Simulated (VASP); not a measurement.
# PtSe2 (P-3m1) in VASP: further runs, part 2 of 2

VASP 6.6.1. Earlier steps stand in the parts before.

## Step 3: Relaxation of cell and atoms, PBE+D3(BJ), target pressure 30 GPa, at which the enthalpy is minimised

This run uses another cell than the first one, of 19.80 Å³/atom.

INCAR

```
  PREC = Accurate
  ENCUT = 600
  EDIFF = 1E-7
  ISMEAR = -1
  SIGMA = 0.15
  LREAL = False
  LASPH = True
  NELM = 80
  ALGO = Normal
  ISIF = 3
  LWAVE = False
  LCHARG = False
  GGA = PE
  IVDW = 12
  IBRION = 2
  NSW = 80
  EDIFFG = -0.001
  PSTRESS = 300.0
```

KPOINTS

```
regular mesh
0
Gamma
  12 12 10
```

POSCAR

```
PtSe2
1.0
    3.7719619704      0.0000000000      0.0000000000
   -1.8859809852      3.2666148885      0.0000000000
    0.0000000000      0.0000000000      4.8206041294
Pt Se
1 2
Direct
    0.0000000000      0.0000000000      0.0000000000
    0.3333333333      0.6666666667      0.2657851324
    0.6666666667      0.3333333333      0.7342148676
```

Potentials or basis: VASP PAW PBE potentials, release 64 (Pt, Se).

Command:

```
$ cat potpaw_PBE.64/Pt/POTCAR potpaw_PBE.64/Se/POTCAR > POTCAR
$ mpirun -np 1 vasp_std > vasp.out
```

OUTCAR:

```text
PREC = Accurate
   ENCUT = 600
   EDIFF = 1E-7
   ISMEAR = -1
   LREAL = False
   LASPH = True
   NELM = 80
   ISIF = 3
   GGA = PE
   IVDW = 12
   IBRION = 2
   NSW = 80
   EDIFFG = -0.001
   PSTRESS = 300.0
 IVDW          = 12

 ion  position               nearest neighbor table
   1  0.000  0.000  0.000-   2 2.53   3 2.53   3 2.53   2 2.53   3 2.53   2 2.53
   2  0.333  0.667  0.266-   1 2.53   1 2.53   1 2.53
   3  0.667  0.333  0.734-   1 2.53   1 2.53   1 2.53

  LATTYP: Found a hexagonal cell.
 ALAT       =     3.7719619704
 C/A-ratio  =     1.2780097380

  Lattice vectors:

 A1 = (   3.7719619704,   0.0000000000,   0.0000000000)
 A2 = (  -1.8859809852,   3.2666148885,   0.0000000000)
 A3 = (   0.0000000000,   0.0000000000,   4.8206041294)

Analysis of symmetry for initial positions (statically):
=====================================================================
 Subroutine PRICEL returns:
 Original cell was already a primitive cell.

 Routine SETGRP: Setting up the symmetry group for a
 hexagonal supercell.

 Subroutine GETGRP returns: Found 12 space group operations
 (whereof 12 operations were pure point group operations)
 out of a pool of 24 trial point group operations.

The static configuration has the point symmetry D_3d.

Analysis of symmetry for dynamics (positions and initial velocities):
=====================================================================
 Subroutine PRICEL returns:
 Original cell was already a primitive cell.

 Routine SETGRP: Setting up the symmetry group for a
 hexagonal supercell.

 Subroutine GETGRP returns: Found 12 space group operations
 (whereof 12 operations were pure point group operations)
 out of a pool of 24 trial point group operations.

The dynamic configuration has the point symmetry D_3d.

 Subroutine INISYM returns: Found 12 space group operations
 (whereof 12 operations are pure point group operations),
 and found     1 'primitive' translations

----------------------------------------------------------------------------------------

                                     Primitive cell

  volume of cell :      59.3973

[... 126 lines left out ...]
   NGX = 15   NGY = 15   NGZ = 19

--------------------------------------- Ionic step        1  -------------------------------------------

 number of electron      22.0000002 magnetization

 Free energy of the ion-electron system (eV)
  ---------------------------------------------------
  ext. energy  EPLUGINS =         0.00000000
  ---------------------------------------------------
  free energy    TOTEN  =       -14.22417305 eV

  energy without entropy =      -14.16466490  energy(sigma->0) =      -14.19441898

------------------------ aborting loop because EDIFF is reached ----------------------------------------

 Edisp (eV)   -1.47040

 E8    (eV) :    -0.6318
[... 116 lines left out ...]
  energy  without entropy=      -15.1652090937  energy(sigma->0) =      -15.19083838

  enthalpy is  TOTEN    =        -5.4813439035 eV   P V=        9.7351237688

 E-fermi :  10.0256     XC(G=0): -12.1055

 val. band max:       10.0007341627   @ k =   0.0833   0.0000   0.3000
 cond. band min:      10.0403960295   @ k =   0.0000   0.0833   0.1000
 fundamental gap:      0.0396618668
 Fermi energy:        10.0255956520

 k-point     1 :       0.0000    0.0000    0.0000
  band No.  band energies     occupation
      1      -7.7736      2.00000
      2      -2.2771      2.00000
      3       1.3734      2.00000
      4       2.7064      2.00000
      5       2.7064      2.00000
      6       5.6171      2.00000
      7       5.6171      2.00000
      8       7.1657      2.00000
      9       8.9755      1.99818
     10       8.9755      1.99818
     11      10.2246      0.41952
     12      10.2246      0.41952
     13      10.7077      0.02097
     14      13.3475      0.00000
[... 403 lines left out ...]
      4       2.8435      2.00000
      5       3.5336      2.00000
      6       4.6342      2.00000
      7       5.4835      2.00000
      8       6.3160      2.00000
      9       7.6383      2.00000
     10       8.4057      1.99996
     11       9.7626      1.70470
     12      10.6282      0.03536
     13      12.3977      0.00000
     14      14.3808      0.00000
     15      15.8827      0.00000

 [... further k-points ...]

[... ionic steps 4 to 29 ...]

--------------------------------------- Ionic step       30  -------------------------------------------

 number of electron      22.0000001 magnetization

------------------------ aborting loop because EDIFF is reached ----------------------------------------
[... 81 lines left out ...]
--------------------------------------- Ionic step       32  -------------------------------------------

 number of electron      22.0000001 magnetization

 Free energy of the ion-electron system (eV)
  ---------------------------------------------------
  ext. energy  EPLUGINS =         0.00000000
  ---------------------------------------------------
  free energy    TOTEN  =       -13.02529224 eV

  energy without entropy =      -12.98160328  energy(sigma->0) =      -13.00344776

 E-fermi :   9.7504     XC(G=0): -12.0304

 val. band max:        9.7492881237   @ k =   0.0000   0.2500   0.4000
 cond. band min:       9.7757127942   @ k =   0.0833   0.0833   0.4000
 fundamental gap:      0.0264246705
 Fermi energy:         9.7504260500

 k-point     1 :       0.0000    0.0000    0.0000
  band No.  band energies     occupation
      1      -7.8453      2.00000
      2      -2.3982      2.00000
      3       1.3719      2.00000
      4       2.4424      2.00000
      5       2.4424      2.00000
      6       5.4405      2.00000
      7       5.4405      2.00000
      8       7.0787      2.00000
      9       8.6551      1.99865
     10       8.6551      1.99865
     11      10.0521      0.23613
     12      10.0521      0.23613
     13      10.5130      0.01232
     14      12.9507      0.00000
[... 453 lines left out ...]
  energy  without entropy=      -14.8199153395  energy(sigma->0) =      -14.84175982

  enthalpy is  TOTEN    =        -5.9266034594 eV   P V=        8.9370008434

 reached required accuracy - stopping structural energy minimisation
```

CONTCAR:

```text
PtSe2
   1.00000000000000
     3.6297144722479047    0.0000000000000000   -0.0000000000000000
    -1.8148572361239523    3.1434249416007898   -0.0000000000000000
    -0.0000000000000000   -0.0000000000000000    4.1831705252074851
  Pt              Se
     1     2
Direct
     0.0000000000000000    0.0000000000000000    0.0000000000000000
     0.3333333332999970    0.6666666667000030    0.2947395483732458
     0.6666666667000030    0.3333333332999970    0.7052604516267545

  0.00000000E+00  0.00000000E+00  0.00000000E+00
  0.00000000E+00  0.00000000E+00  0.00000000E+00
  0.00000000E+00  0.00000000E+00  0.00000000E+00
```

Run time: 16 min. Hardware: 1 thread of Intel Xeon 6975P-C (Granite Rapids), shared host; peak memory 0.34 GiB.

Results:

```
Free energy                                                : -14.8636 eV
Relaxed volume                                             : 15.91 Å³/atom
Relaxed cell                                               : a = 3.630 Å, b = 3.630 Å, c = 4.183 Å, α = 90.00°, β = 90.00°, γ = 120.00°
Space group after relaxing (to 0.1 Å)                      : P-3m1 (No. 164)
Energy change on relaxing (the run minimises the enthalpy) : +277.0 meV/atom
Ionic steps                                                : 32
Pressure after relaxing                                    : 30.0 GPa
Band gap on the k mesh                                     : zero (bands 11 and 12 overlap by 0.86 eV)
Dispersion energy per atom                                 : -0.613 eV
```

Step by step:
```
step  energy change (eV)  largest force (eV/Å)  pressure (GPa)  volume (Å³)
   1              0.0000                0.0059           -0.01        59.40
   2             14.5759               16.2278          305.69        32.88
   3              0.4781                1.7150           23.59        51.99
   4              0.6018                1.9608           27.25        51.21
   5              0.7019                2.1470           30.06        50.65
   6              0.7624                0.9197           31.11        48.49
   7              0.9750                0.1271           33.71        47.05
   8              0.9232                0.0880           33.10        47.31
   9              0.5775                0.4453           21.74        49.33
  10              0.8048                0.0840           29.48        47.91
  11              0.8114                0.0504           29.64        47.85
  12              0.8268                0.0023           29.92        47.75
  13              0.8282                0.0063           29.94        47.74
  14              0.8288                0.0081           29.95        47.74
  15              0.8358                0.0071           30.14        47.70
  16              0.8323                0.0077           30.04        47.72
  17              0.8319                0.0078           30.04        47.72
  18              0.8318                0.0043           30.00        47.72
  19              0.8318                0.0001           30.01        47.72
  20              0.8318                0.0005           30.01        47.72
  21              0.8318                0.0011           30.01        47.72
  22              0.8318                0.0008           30.01        47.72
  23              0.8309                0.0007           29.99        47.73
  24              0.8303                0.0007           29.97        47.73
  25              0.8306                0.0007           29.97        47.73
  26              0.8307                0.0007           29.99        47.73
  27              0.8307                0.0008           29.98        47.73
  28              0.8309                0.0003           30.00        47.73
  29              0.8315                0.0031           30.02        47.73
  30              0.8311                0.0013           30.00        47.73
  31              0.8311                0.0012           30.00        47.73
  32              0.8310                0.0007           29.99        47.73
```

Final structure:
```cif
data_structure
_symmetry_space_group_name_H-M 'P 1'
_symmetry_Int_Tables_number 1
_cell_length_a 3.6297
_cell_length_b 3.6297
_cell_length_c 4.1832
_cell_angle_alpha 90.000
_cell_angle_beta 90.000
_cell_angle_gamma 120.000
_cell_volume 47.73
loop_
_atom_site_label
_atom_site_type_symbol
_atom_site_fract_x
_atom_site_fract_y
_atom_site_fract_z
_atom_site_occupancy
Pt1 Pt 0.00000 0.00000 0.00000 1
Se1 Se 0.33333 0.66667 0.29474 1
Se2 Se 0.66667 0.33333 0.70526 1
```

Caveat: the cell is relaxed towards a set pressure, so the run minimises the enthalpy, not the energy; the volume moved by over 15 % at a fixed basis, so the end points are rough; spin-orbit coupling is left out, which moves the levels of the heavy elements.

## Step 4: Single point, PBE+D3(BJ)

This run uses another cell than the first one, of 19.80 Å³/atom.

INCAR

```
PREC = Accurate
ENCUT = 520
EDIFF = 1E-7
ISMEAR = 0
SIGMA = 0.15
LREAL = False
LASPH = True
NELM = 80
ALGO = Normal
ISIF = 2
LWAVE = False
LCHARG = False
GGA = PE
IVDW = 12
NBANDS = 18
```

KPOINTS

```
Automatic mesh
0
Gamma
  12 12 10
```

POSCAR

```
PtSe2
1.0
    3.7717024303      0.0000000000      0.0000000000
   -1.8858512152      3.2663901202      0.0000000000
    0.0000000000      0.0000000000      4.8218263543
Pt Se
1 2
Direct
    0.0000000000      0.0000000000      0.0000000000
    0.3333333333      0.6666666667      0.2655437501
    0.6666666667      0.3333333333      0.7344562499
```

Command:

```
$ cat potpaw_PBE.64/Pt/POTCAR potpaw_PBE.64/Se/POTCAR > POTCAR
$ mpirun -np 1 vasp_std > vasp.out
```

Run time: 4.1 min. Hardware: 1 thread of Intel Xeon 8259CL, shared host; peak memory 0.32 GiB.

It converged, with:

```yaml
Free_energy: -15.6702 eV
Pressure: 0.0 GPa
Largest_force: 0.005 eV/Å
Band_gap_on_the_k_mesh: zero (bands 11 and 12 overlap by 0.81 eV)
Dispersion_energy_per_atom: -0.490 eV
```

Forces in eV/Å, atoms in the order of the input:
```
Pt   0.000  0.000  0.000
Se   0.000  0.000  0.005
Se   0.000  0.000 -0.005
```

Levels at points of the mesh, in eV from the Fermi level:
```tsv
k point	band 7	band 8	band 9	band 10	band 11	band 12	band 13	band 14	band 15	band 16
(0.00, 0.00, 0.00)	-3.77	-2.45	-0.99	-0.99	0.80	1.09	1.09	3.38	4.13	7.29
(0.50, 0.00, 0.00)	-3.69	-3.68	-3.30	-3.23	-2.89	0.52	2.52	5.05	6.14	7.03
(0.00, 0.00, 0.50)	-3.82	-2.88	-1.70	-1.70	-1.69	2.34	2.34	5.01	6.54	6.59
(0.50, 0.00, 0.50)	-3.34	-3.32	-3.05	-2.57	-1.08	0.63	1.48	4.94	4.94	7.72
```

Caveat: spin-orbit coupling is left out, which moves the levels of the heavy elements.

## Step 5: Overview

```tsv
task	cell	cutoff (eV)	smearing	gap on the mesh (eV)	pressure (GPa)
single point	a = 3.629, b = 3.629, c = 4.183 Å, angles 90.0, 90.0, 120.0°, 3 atoms, atomic positions A	520	fermi-dirac 0.15 eV	none	30.2
relaxation of cell and atoms	relaxed to 30 GPa from a = 3.772, b = 3.772, c = 4.821 Å, angles 90.0, 90.0, 120.0°, 3 atoms, atomic positions B	600	fermi-dirac 0.15 eV	none	30.0
single point	a = 3.772, b = 3.772, c = 4.822 Å, angles 90.0, 90.0, 120.0°, 3 atoms, atomic positions B	520	gaussian 0.15 eV	none	0.0
```

Alike in all rows: level PBE+D3(BJ); potentials or basis VASP PAW PBE potentials, release 64 (Pt, Se); no spin polarisation; k mesh 12 × 12 × 10.

Caveats: spin-orbit coupling is left out, which moves the levels of the heavy elements; the cell stands under pressure (at least some runs); the cell is relaxed towards a set pressure, so the run minimises the enthalpy, not the energy (at least some runs); the volume moved by over 15 % at a fixed basis, so the end points are rough (at least some runs).

Absolute energies hang on the potentials; compare differences alone.
